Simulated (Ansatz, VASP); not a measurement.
As in VASP and in Ansatz

```
As
1.0
     1.89067    1.09158    3.36746
    -1.89067    1.09158    3.36746
     0.00000   -2.18316    3.36746
As
2
Direct
  0.76980 0.76980 0.76980
  0.23020 0.23020 0.23020
```

Alike in both runs: functional PBEsol; k mesh 15 × 15 × 15; occupations gaussian, width 0.1 eV; no spin polarisation.

Ansatz relaxed the structure, and its values are those at the end. VASP's run is a single point on that final structure, the one shown.

```csv
,VASP,Ansatz
version,VASP 6.6.1,Ansatz 0.2.0
potentials or method,"VASP PAW PBE potentials, release 64 (As), cutoff 520 eV","scalar-relativistic, plane waves, PAW"
valence electrons in the cell,10,30
```

```tsv
	VASP	Ansatz	Ansatz less VASP
gap on the k mesh at the Fermi level (eV)	none	none	-
pressure (GPa)	0.4	0.0	-0.40
rms of the force components (eV/Å)	0.033	0.001	-0.0322
```

VASP's potentials were made for PBE, not for PBEsol. A gap of «none» marks a metal or a gap that the smearing closes. VASP's potentials hold 10 valence electrons a cell and Ansatz's 30, so a difference there can come from the potentials and not from the codes.
